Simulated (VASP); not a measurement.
Pd: single point with PBEsol

Pd:

```xyz
1
Lattice="0.0000 1.9308 1.9308 1.9308 0.0000 1.9308 1.9308 1.9308 0.0000" Properties=species:S:1:pos:R:3 pbc="T T T"
Pd    0.0000    0.0000    0.0000
```

| Quantity | Value |
| --- | --- |
| Program | VASP 6.6.1 |
| Task | single point |
| Functional | PBEsol |
| Potentials or basis | VASP PAW PBE potentials, release 64 (Pd) |
| Cutoff | 520 eV |
| k mesh | 12 × 12 × 12 |
| Occupations | fermi-dirac, width 0.05 eV |
| Spin | no spin polarisation |
| Dipole correction | no |
| Further INCAR settings | ALGO = Normal; EDIFF = 1e-06; NBANDS = 11 |

| Item | Value |
| --- | --- |
| Pressure | 1.6 GPa |
| Band gap on the k mesh | zero (band 5 reaches 10.33 eV, above the bottom of band 6 at 8.68 eV) |

Levels at points of the mesh, in eV from the Fermi level:
```
           k point  band 3  band 4  band 5  band 6  band 7  band 8
(0.00, 0.00, 0.00)   -2.95   -2.95   -1.25   -1.25   17.17   22.08
(0.50, 0.00, 0.00)   -2.99    0.00    0.00    0.90    7.49   16.53
(0.50, 0.50, 0.00)   -0.02    0.32    0.32    3.28   11.00   13.28
```

Run time: 14 s on 1 thread of Intel Xeon 8259CL, with other jobs on the host, peak memory 0.13 GiB.

Caveat: the PAW data sets were made with another functional, which shifts forces and pressure a little.
